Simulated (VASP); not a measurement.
Here is a VASP 6.6.1 calculation.

The input INCAR:

```
SYSTEM = Ta
ALGO = Normal ; EDIFF = 1E-7
EDIFFG = -0.005 ; ENCUT = 600
GGA = PE ; IBRION = 2
ISIF = 3 ; ISMEAR = -1
LASPH = .True. ; LCHARG = .False.
LREAL = .False. ; LWAVE = .False.
NELM = 100 ; NSW = 60
PREC = Accurate ; SIGMA = 0.08
```

File KPOINTS:

```
k-points
0
Gamma
  15 15 8
  0 0 0
```

POSCAR

```
Ta
1.0
    2.9669564710      0.0000000000      0.0000000000
   -1.4834782355      2.5694596758      0.0000000000
    0.0000000000      0.0000000000      4.8064694830
Ta
2
Direct
    0.3333333333      0.6666666667      0.2500000000
    0.6666666667      0.3333333333      0.7500000000
```

Potentials or basis: VASP PAW PBE potentials, release 64 (Ta_pv).

Run with:

```console
$ cat potpaw_PBE.64/Ta_pv/POTCAR > POTCAR
$ mpirun -np 1 vasp_std > vasp.out
```

Question: Predict the band gap on the k mesh.

Answer: Zero (bands 11 and 12 overlap by 2.14 eV).

Question: Predict the relaxed volume.

Answer: 18.75 Å³/atom.

Question: What does it give for the space group after relaxing (to 0.1 Å)?

Answer: P6_3/mmc (No. 194).

Final structure:
```xyz
2
Lattice="2.9012 0.0000 0.0000 -1.4506 2.5125 0.0000 0.0000 0.0000 5.1438" Properties=species:S:1:pos:R:3 pbc="T T T"
Ta    0.0000    1.6750    1.2860
Ta    1.4506    0.8375    3.8579
```

Caveat: spin-orbit coupling is left out, which moves the levels of the heavy elements.
